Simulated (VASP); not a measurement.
PtSe2:

```xyz
3
Lattice="3.7287 0.0000 0.0000 -1.8643 3.2291 0.0000 0.0000 0.0000 5.3299" Properties=species:S:1:pos:R:3 pbc="T T T"
Pt    0.0000    0.0000    0.0000
Se    0.0000    2.1527    1.3004
Se    1.8643    1.0764    4.0296
```

This cell differs from its parent crystal: uniaxial z strain +1.0%.

Base run:

- Program: VASP 6.6.1
- Functional: r2SCAN
- Potentials or basis: VASP PAW PBE potentials, release 64 (Pt, Se)
- Cutoff: 550 eV
- k mesh: 12 × 12 × 6
- Occupations: fermi-dirac, width 0.02 eV
- Spin: no spin polarisation

Its results: band gap on the k mesh 0.01 eV (least direct gap 0.70 eV); pressure 1.2 GPa; largest force 0.017 eV/Å.

The run is repeated on the same cell with these changes: functional from r2SCAN to PBE; cutoff from 550 eV to 500 eV. What comes out?

Band gap on the k mesh zero (bands 11 and 12 overlap by 0.10 eV); pressure 3.5 GPa; largest force 0.165 eV/Å.

Caveats: spin-orbit coupling is left out, which moves the levels of the heavy elements; the smearing spreads over this small gap (at least some runs); the PAW data sets were made with another functional, which shifts forces and pressure a little (at least some runs); the cell stands under pressure (at least some runs).

A k mesh can miss the band edges.
